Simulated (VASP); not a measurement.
Crystal: GaN.

```
CELL_PARAMETERS angstrom
0.00000 2.27421 2.27421
2.27421 0.00000 2.27421
2.27421 2.27421 0.00000
ATOMIC_POSITIONS crystal
Ga 0.00000 0.00000 0.00000
N 0.75000 0.75000 0.75000
```

```yaml
Program: VASP 6.6.1
Task: relaxation of cell and atoms
Functional: LDA
Potentials_or_basis: VASP PAW LDA potentials, release 64 (Ga_d, N)
Cutoff: 600 eV
k_mesh: 8 × 8 × 8
Occupations: fermi-dirac, width 0.02 eV
Spin: no spin polarisation
```

At the start: pressure -10.2 GPa; volume 11.76 Å³/atom.

Task: How do energy, volume and symmetry change on relaxing?

Result: Over 15 steps the energy falls by 21.9 meV/atom and the volume is 11.12 Å³/atom (-5.5 %); space group F-43m (No. 216, to 0.05 Å).

The path:
```
step  energy change (eV)  largest force (eV/Å)  pressure (GPa)  volume (Å³)
   1              0.0000                0.0000          -10.16        23.52
   2             -0.0033                0.0000           11.98        21.07
   3             -0.0438                0.0000            0.54        22.22
   4             -0.0436                0.0000           -0.70        22.28
   5             -0.0437                0.0000           -0.28        22.25
   6             -0.0438                0.0000           -0.33        22.25
   7             -0.0438                0.0000           -0.24        22.24
   8             -0.0438                0.0000           -0.26        22.24
   9             -0.0438                0.0000           -0.27        22.24
  10             -0.0438                0.0000           -0.26        22.24
  11             -0.0438                0.0000           -0.26        22.24
  12             -0.0438                0.0000           -0.27        22.24
  13             -0.0438                0.0000           -0.09        22.24
  14             -0.0438                0.0000           -0.23        22.24
  15             -0.0438                0.0000           -0.05        22.23
```

Final structure:
```cif
data_structure
_symmetry_space_group_name_H-M 'P 1'
_symmetry_Int_Tables_number 1
_cell_length_a 3.1562
_cell_length_b 3.1562
_cell_length_c 3.1562
_cell_angle_alpha 60.000
_cell_angle_beta 60.000
_cell_angle_gamma 60.000
_cell_volume 22.23
loop_
_atom_site_label
_atom_site_type_symbol
_atom_site_fract_x
_atom_site_fract_y
_atom_site_fract_z
_atom_site_occupancy
Ga1 Ga 0.00000 0.00000 0.00000 1
N1 N 0.75000 0.75000 0.75000 1
```
